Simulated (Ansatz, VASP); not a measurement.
# Two plane-wave programs on Zr3CdC

Contents of INCAR:

```
SYSTEM = Zr3CdC
  PREC = Accurate
  ENCUT = 600
  EDIFF = 1E-6
  ISMEAR = 0
  SIGMA = 0.1
  LREAL = .FALSE.
  LASPH = .TRUE.
  NELM = 100
  ALGO = Normal
  ISIF = 3
  LWAVE = .FALSE.
  LCHARG = .FALSE.
  GGA = PE
  IBRION = 2
  NSW = 100
  EDIFFG = -0.01
```

The input KPOINTS:

```
Automatic mesh
0
G
  8 8 8
  0 0 0
```

File POSCAR:

```
Zr3CdC
1.0
    4.5701658487      0.0000000000      0.0000000000
    0.0000000000      4.5701658487      0.0000000000
    0.0000000000      0.0000000000      4.5701658487
Zr Cd C
3 1 1
Direct
    0.0000000000      0.5000000000      0.5000000000
    0.5000000000      0.0000000000      0.5000000000
    0.5000000000      0.5000000000      0.0000000000
    0.0000000000      0.0000000000      0.0000000000
    0.5000000000      0.5000000000      0.5000000000
```

Input for Ansatz:

```yaml
crystal:
  lattice:
    - [4.5701658487, 0.0, 0.0]
    - [0.0, 4.5701658487, 0.0]
    - [0.0, 0.0, 4.5701658487]
  atoms:
    - { symbol: Zr, position: [0.0, 0.5, 0.5] }
    - { symbol: Zr, position: [0.5, 0.0, 0.5] }
    - { symbol: Zr, position: [0.5, 0.5, 0.0] }
    - { symbol: Cd, position: [0.0, 0.0, 0.0] }
    - { symbol: C, position: [0.5, 0.5, 0.5] }
basis:
  ecutwfc: 420
kpoints:
  mp_grid: { grid: [8, 8, 8] }
hamiltonian:
  xc: pbe
scf:
  occupations: { method: gaussian, width: 0.1 }
output:
  forces: true
  stress: true
  eigenvalues: true
relax:
  adjacent_minimum: "off"
  f_tol: 0.01
  max_steps: 80
  cell: { stress_tol: 0.05 }
```

Alike in both runs: task relaxation of cell and atoms; functional PBE; k mesh 8 × 8 × 8; occupations gaussian, width 0.1 eV; no spin polarisation.

|  | VASP | Ansatz |
| --- | --- | --- |
| version | VASP 6.6.1 | Ansatz 0.2.0 |
| potentials or method | VASP PAW PBE potentials, release 64 (Zr_sv, Cd, C), cutoff 600 eV | scalar-relativistic, plane waves, PAW |
| valence electrons in the cell | 52 | 60 |

VASP gave:

* gap on the k mesh at the Fermi level, each at its own relaxed structure (eV): none
* relaxed volume (Å³/atom): 19.13
* relaxed length of the cell vector where the two differ most in proportion (Å): 4.573

Task: Estimate Ansatz's values.

Result: gap on the k mesh at the Fermi level, each at its own relaxed structure (eV): none; relaxed volume (Å³/atom): 19.12; relaxed length of the cell vector where the two differ most in proportion (Å): 4.572.

A gap of «none» marks a metal or a gap that the smearing closes. VASP's potentials hold 52 valence electrons a cell and Ansatz's 60, so a difference there can come from the potentials and not from the codes.
